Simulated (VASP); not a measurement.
Here is a VASP 6.6.1 calculation.

Contents of POSCAR:

```
W
1.0
   -1.5973000000     -1.5973000000     -1.5973000000
    1.5973000000      1.5973000000     -1.5973000000
    1.5973000000     -1.5973000000      1.5973000000
W
1
Direct
    0.0000000000      0.0000000000      0.0000000000
```

INCAR.step1

```
PREC = Accurate ; ENCUT = 600
ISMEAR = 0 ; SIGMA = 0.1
LREAL = False ; LASPH = True
NELM = 80 ; GGA = PE
ALGO = Normal ; EDIFF = 1E-4
LWAVE = True ; LCHARG = False
```

File INCAR.step2:

```
PREC = Accurate ; ENCUT = 600
EDIFF = 1E-7 ; ISMEAR = 0
SIGMA = 0.1 ; LREAL = False
LASPH = True ; NELM = 80
ALGO = Normal ; ISIF = 3
LWAVE = False ; LCHARG = False
METAGGA = R2SCAN ; LMIXTAU = True
IBRION = 2 ; NSW = 100
EDIFFG = -0.005 ; ISTART = 1
```

File KPOINTS:

```
Automatic mesh
0
Gamma
  18 18 18
```

Potentials or basis: VASP PAW PBE potentials, release 64 (W_sv).

The run is started by

```bash
$ cat potpaw_PBE.64/W_sv/POTCAR > POTCAR
$ cp INCAR.step1 INCAR
$ mpirun -np 1 vasp_std > vasp.out
$ cp INCAR.step2 INCAR
$ mpirun -np 1 vasp_std > vasp.out
```

**Question.** What does it give for the band gap on the k mesh?

**Answer.** Zero (bands 7 and 8 overlap by 6.56 eV).

**Question.** What does it give for the relaxed volume?

**Answer.** 15.97 Å³/atom.

Final structure:
```yaml
crystal:
  lattice:
    - [-1.58632, -1.58632, -1.58632]
    - [1.58632, 1.58632, -1.58632]
    - [1.58632, -1.58632, 1.58632]
  atoms:
    - { symbol: W, position: [0.00000, 0.00000, 0.00000] }
```

Caveat: the PAW data sets were made with another functional, which shifts forces and pressure a little; spin-orbit coupling is left out, which moves the levels of the heavy elements.
